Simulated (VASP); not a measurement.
WS2, 3 atoms in the cell. The structure is trigonal, space group R3m (No. 160). Conventional cell: a = 3.068 Å, b = 3.068 Å, c = 19.629 Å, α = 90.00°, β = 90.00°, γ = 120.00°. Within 3.0 Å of W (site symmetry 3m) lie 6 S at 2.27 to 2.47 Å. Within 3.3 Å of S (site symmetry 3m) lie 3 W at 2.47 Å and 7 S at 3.07 to 3.15 Å. S (site symmetry 3m) has 3 W at 2.27 Å within 3.0 Å.  This cell differs from its parent crystal: strained and its atoms moved.

```yaml
Program: VASP 6.6.1
Task: single point
Functional: PBEsol
Potentials_or_basis: VASP PAW PBE potentials, release 64 (W_sv, S)
Cutoff: 520 eV
k_mesh: 12 × 12 × 12
Occupations: gaussian, width 0.02 eV
Spin: no spin polarisation
Dipole_correction: no
Further_INCAR_settings: ALGO = Normal; EDIFF = 1e-06; NBANDS = 20
```

Potentials or basis: VASP PAW PBE potentials, release 64 (W_sv, S).

Run with:

```bash
$ cat potpaw_PBE.64/W_sv/POTCAR potpaw_PBE.64/S/POTCAR > POTCAR
$ mpirun -np 1 vasp_std > vasp.out
```

Hardware: 1 thread of AMD EPYC 7R43 64-Core Processor (Zen 3), on a shared host.

Q: How long does it take, and how much memory?

A: Wall time 18 min on 1 thread of AMD EPYC 7R43 64-Core Processor (Zen 3) (shared host), peak memory 0.42 GiB. Counts: scf iterations 14, k points 189.
